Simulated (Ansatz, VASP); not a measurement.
## Two plane-wave programs on BaO

POSCAR

```
BaO
1.0
    3.8890870000      0.0000000000      0.0000000000
    1.9445435000      3.3680481395      0.0000000000
    1.9445435000      1.1226827132      3.1754262384
Ba O
1 1
Direct
    0.0000000000      0.0000000000      0.0000000000
    0.5000000000      0.5000000000      0.5000000000
```

INCAR.step1

```
SYSTEM = BaO
  PREC = Accurate
  ENCUT = 660
  ISMEAR = 0
  SIGMA = 0.01
  LREAL = .FALSE.
  LASPH = .TRUE.
  NELM = 120
  GGA = PE
  ALGO = Normal
  EDIFF = 1E-5
  LWAVE = .TRUE.
  LCHARG = .FALSE.
  GGA_COMPAT = .FALSE.
  IBRION = 2
  ISIF = 3
  EDIFFG = -0.005
  NELMIN = 4
  NSW = 100
```

The input INCAR.step2:

```
SYSTEM = BaO
  PREC = Accurate
  ENCUT = 660
  EDIFF = 1E-7
  ISMEAR = 0
  SIGMA = 0.01
  LREAL = .FALSE.
  LASPH = .TRUE.
  NELM = 120
  ALGO = Normal
  ISIF = 3
  LWAVE = .FALSE.
  LCHARG = .FALSE.
  METAGGA = R2SCAN
  LMIXTAU = .TRUE.
  IVDW = 13
  VDW_S6 = 1.0
  VDW_S8 = 0.6018749
  VDW_A1 = 0.51559235
  VDW_A2 = 5.77342911
  IBRION = 2
  NSW = 80
  EDIFFG = -0.01
  ISTART = 1
  GGA_COMPAT = .FALSE.
  NELMIN = 4
```

Contents of KPOINTS:

```
regular mesh
0
G
  8 8 8
  0 0 0
```

Input for Ansatz:

```yaml
crystal:
  lattice:
    - [3.889087, 0.0, 0.0]
    - [1.9445435000000004, 3.368048139527811, 0.0]
    - [1.9445435000000004, 1.1226827131759372, 3.175426238430467]
  atoms:
    - { symbol: Ba, position: [0.0, 0.0, 0.0] }
    - { symbol: O, position: [0.49999999999999983, 0.5000000000000001, 0.5] }
kpoints:
  mp_grid:
    grid: [8, 8, 8]
hamiltonian:
  xc: r2scan
  dispersion: d4
scf:
  occupations:
    method: fixed
relax:
  max_steps: 60
  cell: {}
```

Alike in both runs: task relaxation of cell and atoms; functional r2SCAN; dispersion D4; k mesh 8 × 8 × 8; no spin polarisation.

|  | VASP | Ansatz |
| --- | --- | --- |
| version | VASP 6.6.1 | Ansatz 0.2.0 |
| potentials or method | VASP PAW PBE potentials, release 64 (Ba_sv, O) | plane waves, PAW |
| plane-wave cutoff (eV) | 660 | 500 |
| occupations | gaussian, width 0.01 eV | fixed |
| valence electrons in the cell | 16 | 16 |

Ansatz gave:

* relaxed volume (Å³/atom): 21.15
* relaxed cell length with the largest relative difference (Å): 3.911

Task: Which values does VASP return?

Result: Relaxed volume (Å³/atom): 21.58; relaxed cell length with the largest relative difference (Å): 3.938.

VASP's potentials were made for PBE, not for r2SCAN.

Neither program's run includes spin-orbit coupling.
